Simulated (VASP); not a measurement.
# Hf3O7 in VASP: single point with PBEsol

Aim: the single point of Hf3O7 with PBEsol.

All numbers are computed with VASP 6.6.1; they aren't measurements. Logs are shortened: lines on timing, memory, paths and dates and some standing lists are left out, and cuts for length are marked.

## 1. The cell of the first run

The cell holds a slab with vacuum, 10 atoms: a = 3.567 Å, b = 3.567 Å, c = 25.305 Å, α = 90.00°, β = 90.00°, γ = 90.00°.

## 2. Single point, PBEsol, collinear spin

INCAR

```
PREC = Accurate
ENCUT = 520
EDIFF = 1E-6
ISMEAR = 0
SIGMA = 0.05
LREAL = False
LASPH = True
NELM = 150
ALGO = Fast
ISIF = 2
LWAVE = False
LCHARG = True
ISPIN = 2
MAGMOM = 0 0 0 0 0 0 2 0 0 0
LORBIT = 11
LMAXMIX = 4
LDIPOL = True
IDIPOL = 3
DIPOL = 0.5 0.5 0.470
GGA = PS
LELF = True
LVHAR = True
LVACPOTAV = True
NBANDS = 51
```

KPOINTS

```
Automatic mesh
0
Gamma
  8 8 1
```

POSCAR

```
Hf3O7
1.0
    3.5665804215      0.0000000000      0.0000000000
    0.0000000000      3.5665804215      0.0000000000
    0.0000000000      0.0000000000     25.3048830043
O Hf
7 3
Direct
    0.5000000000      0.0000000000      0.3359035486
    0.0000000000      0.5000000000      0.3359035486
    0.0000000000      0.5000000000      0.4355662581
    0.5000000000      0.0000000000      0.4355662581
    0.5000000000      0.0000000000      0.5357304119
    0.0000000000      0.5000000000      0.5357304119
    0.5000000000      0.5000000000      0.6473220591
    0.5000000000      0.5000000000      0.3857349034
    0.0000000000      0.0000000000      0.4807727371
    0.5000000000      0.5000000000      0.5756126295
```

Potentials or basis: VASP PAW PBE potentials, release 64 (O, Hf_pv).

Started as:

```bash
cat potpaw_PBE.64/O/POTCAR potpaw_PBE.64/Hf_pv/POTCAR > POTCAR
mpirun -np 1 vasp_std > vasp.out
```

OUTCAR:

```text
PREC = Accurate
   ENCUT = 520
   EDIFF = 1E-6
   ISMEAR = 0
   LREAL = False
   LASPH = True
   NELM = 150
   ISIF = 2
   ISPIN = 2
   LORBIT = 11
   GGA = PS

 ion  position               nearest neighbor table
   1  0.500  0.000  0.336-   8 2.18   8 2.18
   2  0.000  0.500  0.336-   8 2.18   8 2.18
   3  0.000  0.500  0.436-   9 2.12   9 2.12   8 2.18   8 2.18
   4  0.500  0.000  0.436-   9 2.12   9 2.12   8 2.18   8 2.18
   5  0.500  0.000  0.536-  10 2.05  10 2.05   9 2.26   9 2.26
   6  0.000  0.500  0.536-  10 2.05  10 2.05   9 2.26   9 2.26
   7  0.500  0.500  0.647-  10 1.81
   8  0.500  0.500  0.386-   3 2.18   4 2.18   4 2.18   3 2.18   1 2.18   1 2.18   2 2.18   2 2.18
                             9 3.48   9 3.48   9 3.48   9 3.48
   9  0.000  0.000  0.481-   3 2.12   4 2.12   3 2.12   4 2.12   5 2.26   6 2.26   6 2.26   5 2.26
                            10 3.48  10 3.48  10 3.48  10 3.48   8 3.48   8 3.48   8 3.48   8 3.48
  10  0.500  0.500  0.576-   7 1.81   6 2.05   5 2.05   5 2.05   6 2.05   9 3.48   9 3.48   9 3.48
                             9 3.48

  LATTYP: Found a simple tetragonal cell.
 ALAT       =     3.5665804215
 C/A-ratio  =     7.0949985739

  Lattice vectors:

 A1 = (   3.5665804215,   0.0000000000,   0.0000000000)
 A2 = (   0.0000000000,   3.5665804215,   0.0000000000)
 A3 = (   0.0000000000,   0.0000000000,  25.3048830043)

Analysis of symmetry for initial positions (statically):
=====================================================================
 Subroutine PRICEL returns:
 Original cell was already a primitive cell.

 Routine SETGRP: Setting up the symmetry group for a
 simple tetragonal supercell.

 Subroutine GETGRP returns: Found  8 space group operations
 (whereof  8 operations were pure point group operations)
 out of a pool of 16 trial point group operations.

The static configuration has the point symmetry C_4v.

Analysis of symmetry for dynamics (positions and initial velocities):
=====================================================================
 Subroutine PRICEL returns:
 Original cell was already a primitive cell.

 Routine SETGRP: Setting up the symmetry group for a
 simple tetragonal supercell.

 Subroutine GETGRP returns: Found  8 space group operations
 (whereof  8 operations were pure point group operations)
 out of a pool of 16 trial point group operations.

The dynamic configuration has the point symmetry C_4v.

Analysis of structural, dynamic, and magnetic symmetry:
[... 172 lines left out ...]

 val. band max:       -4.9597866514   @ k =   0.3750   0.1250   0.0000
 cond. band min:      -4.8833699244   @ k =   0.5000   0.5000   0.0000
 fundamental gap:      0.0764167270
 Fermi energy:        -4.9554274464

 spin component 1

 k-point     1 :       0.0000    0.0000    0.0000
  band No.  band energies     occupation
      1     -36.1452      1.00000
      2     -35.9153      1.00000
      3     -35.9153      1.00000
      4     -34.7008      1.00000
      5     -34.5477      1.00000
      6     -34.5213      1.00000
[... 754 lines left out ...]
     47       2.0843      0.00000
     48       2.1610      0.00000
 Fermi energy:        -4.9554274464

 spin component 2

 k-point     1 :       0.0000    0.0000    0.0000
  band No.  band energies     occupation
      1     -36.1453      1.00000
      2     -35.9153      1.00000
      3     -35.9153      1.00000
      4     -34.6994      1.00000
      5     -34.5479      1.00000
      6     -34.5190      1.00000
[... 754 lines left out ...]
     47       2.0985      0.00000
     48       2.1615      0.00000
 [bands above 48 left out]

------------------------ aborting loop because EDIFF is reached ----------------------------------------

  FORCE on cell =-STRESS in cart. coord.  units (eV):
  Direction    XX          YY          ZZ          XY          YZ          ZX
  --------------------------------------------------------------------------------------
  -------------------------------------------------------------------------------------
  Total        0.8834193      0.8834193     -0.7187524      0.0000000      0.0000000      0.0000000
  in kB        4.3971276      4.3971276     -3.5775156      0.0000000      0.0000000      0.0000000
  external PRESSURE =       1.7389132 kB  Pullay stress =       0.0000000 kB

 VOLUME and BASIS-vectors are now :
 -----------------------------------------------------------------------------
  energy-cutoff  :      520.00
  volume of cell :      321.89
      direct lattice vectors                 reciprocal lattice vectors
     3.566580421  0.000000000  0.000000000     0.280380612  0.000000000  0.000000000
     0.000000000  3.566580421  0.000000000     0.000000000  0.280380612  0.000000000
     0.000000000  0.000000000 25.304883004     0.000000000  0.000000000  0.039518065

 POSITION                                       TOTAL-FORCE (eV/Angst)
 -----------------------------------------------------------------------------------
      1.78329      0.00000      8.50000        -0.000000     -0.000000      1.168878
      0.00000      1.78329      8.50000        -0.000000     -0.000000      1.168878
      0.00000      1.78329     11.02195        -0.000000      0.000000      1.338612
      1.78329      0.00000     11.02195        -0.000000      0.000000      1.338612
      1.78329      0.00000     13.55660        -0.000000      0.000000      0.009634
      0.00000      1.78329     13.55660         0.000000      0.000000      0.009634
      1.78329      1.78329     16.38041        -0.000000     -0.000000      0.045702
      1.78329      1.78329      9.76098         0.000000      0.000000     -4.791684
      0.00000      0.00000     12.16590        -0.000000     -0.000000     -0.015511
      1.78329      1.78329     14.56581        -0.000000     -0.000000     -0.272755
 -----------------------------------------------------------------------------------
    total drift:                                0.000000      0.000000      0.000188

  FREE ENERGIE OF THE ION-ELECTRON SYSTEM (eV)
  ---------------------------------------------------
  free  energy   TOTEN  =       -93.8360721854 eV

  energy  without entropy=      -93.8309165385  energy(sigma->0) =      -93.83349436

 vacuum level on the upper side and lower side of the slab         4.732         4.641

 total charge

# of ion       s       p       d       tot
------------------------------------------
    1        1.600   3.195   0.000   4.794
    2        1.600   3.195   0.000   4.794
    3        1.560   3.559   0.000   5.119
    4        1.560   3.559   0.000   5.119
    5        1.558   3.563   0.000   5.121
    6        1.558   3.563   0.000   5.121
    7        1.599   3.294   0.000   4.893
    8        0.302   6.593   1.443   8.339
    9        0.302   6.600   1.445   8.347
   10        0.354   6.729   1.940   9.022
--------------------------------------------------
tot         11.993  43.849   4.828  60.670

 magnetization (x)

# of ion       s       p       d       tot
------------------------------------------
    1       -0.001  -0.037   0.000  -0.038
    2       -0.001  -0.037   0.000  -0.038
    3        0.000   0.000   0.000   0.000
    4        0.000   0.000   0.000   0.000
    5        0.000   0.007   0.000   0.007
    6        0.000   0.007   0.000   0.007
    7        0.003   0.276   0.000   0.279
    8        0.000   0.001   0.004   0.005
    9       -0.000  -0.000  -0.000  -0.000
   10       -0.001   0.007  -0.021  -0.014
--------------------------------------------------
tot          0.001   0.223  -0.017   0.207
```

OSZICAR:

```text
N       E                     dE             d eps       ncg     rms          rms(c)
DAV:   1     0.558914695467E+03    0.55891E+03   -0.36770E+04  3524   0.121E+03
DAV:   2    -0.497589580173E+02   -0.60867E+03   -0.59247E+03  4076   0.328E+02
[... 49 lines left out ...]
RMM:  52    -0.938360122421E+02   -0.32655E-04   -0.16374E-07  1457   0.137E-03    0.371E-03
RMM:  53    -0.938360495343E+02   -0.37292E-04   -0.17812E-07  1212   0.108E-03    0.382E-03
RMM:  54    -0.938360654155E+02   -0.15881E-04   -0.82822E-08  1054   0.958E-04    0.338E-03
RMM:  55    -0.938360725542E+02   -0.71387E-05   -0.94164E-08  1044   0.921E-04    0.278E-03
RMM:  56    -0.938360710476E+02    0.15067E-05   -0.57433E-08  1234   0.995E-04    0.612E-04
RMM:  57    -0.938360720950E+02   -0.10475E-05   -0.99566E-09   759   0.748E-04    0.680E-04
RMM:  58    -0.938360721854E+02   -0.90349E-07   -0.61663E-09   700   0.734E-04
   1 F= -.93836072E+02 E0= -.93833494E+02  d E =-.515565E-02  mag=     0.2498
```

stdout:

```text
POSCAR found type information on POSCAR O Hf
 POSCAR found :  2 types and      10 ions
 scaLAPACK will be used
 -----------------------------------------------------------------------------
[... 24 lines left out ...]
|     Did not find any points to average over, which means that no vacuum     |
|     field-free region was found. Please increase the size of  your cell     |
|     in the dimension of the dipole correction to obtain accurate            |
|     workfunction values.                                                    |
|                                                                             |
 -----------------------------------------------------------------------------
```

Wall time 52 min (1 thread of Oxide Virtual Turin-like, shared host); peak memory 0.69 GiB.

What came out:

* Free energy: -93.8361 eV
* Largest force: 4.792 eV/Å
* Net moment: 0.25 μB per cell
* Site moments: O -0.04, +0.00, +0.01, +0.28 (each value once); Hf +0.01, -0.00, -0.01 μB
* Valence electrons inside the program's atomic spheres: O 4.79, 5.12, 4.89 (each value once); Hf 8.34, 8.35, 9.02

Forces in eV/Å, atoms in the order of the input:
```
O    0.000  0.000  1.169
O    0.000  0.000  1.169
O    0.000  0.000  1.339
O    0.000  0.000  1.339
O    0.000  0.000  0.010
O    0.000  0.000  0.010
O    0.000  0.000  0.046
Hf   0.000  0.000 -4.792
Hf   0.000  0.000 -0.016
Hf   0.000  0.000 -0.273
```

Caveat: the PAW data sets were made with another functional, which shifts forces and pressure a little; spin-orbit coupling is left out, which moves the levels of the heavy elements.
